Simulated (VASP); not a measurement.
Here is a VASP 6.6.1 calculation.

POSCAR

```
Si
1.0
    0.0033943375      2.7154700000      2.7154700000
    2.7188643375      0.0000000000      2.7188643375
    2.7154700000      2.7154700000      0.0033943375
Si
2
Direct
    0.5000000000      0.5000000000      0.5000000000
    0.7500000000      0.7500000000      0.7500000000
```

INCAR.step1

```
SYSTEM = Si
  PREC = Accurate
  ENCUT = 520
  ISMEAR = 0
  SIGMA = 0.05
  LREAL = .False.
  LASPH = .True.
  NELM = 80
  NBANDS = 11
  GGA = PE
  ALGO = Normal
  EDIFF = 1E-4
  LWAVE = .True.
  LCHARG = .False.
```

File INCAR.step2:

```
SYSTEM = Si
  PREC = Accurate
  ENCUT = 520
  EDIFF = 1E-7
  ISMEAR = 0
  SIGMA = 0.05
  LREAL = .False.
  LASPH = .True.
  NELM = 80
  ALGO = Normal
  ISIF = 2
  LWAVE = .False.
  LCHARG = .False.
  METAGGA = R2SCAN
  LMIXTAU = .True.
  NBANDS = 11
  ISTART = 1
```

Contents of KPOINTS:

```
regular mesh
0
Gamma
  10 10 10
  0 0 0
```

Potentials or basis: VASP PAW PBE potentials, release 64 (Si).

Command:

```console
$ cat potpaw_PBE.64/Si/POTCAR > POTCAR
$ cp INCAR.step1 INCAR
$ mpirun -np 1 vasp_std > vasp.out
$ cp INCAR.step2 INCAR
$ mpirun -np 1 vasp_std > vasp.out
```

Problem. Predict the largest force.

Solution. 0.024 eV/Å.

Problem. What does it give for the band gap on the k mesh?

Solution. 0.78 eV (least direct gap 2.74 eV).

Problem. Predict the pressure.

Solution. 0.5 GPa.

Forces in eV/Å, atoms in the order of the input:
```
Si   0.000  0.024  0.000
Si   0.000 -0.024  0.000
```

Caveat: the cell differs from its parent crystal (strain +0.0025 x Voigt [0, 0, 0, 0, 1, 0]); the PAW data sets were made with another functional, which shifts forces and pressure a little. A k mesh can miss the band edges.
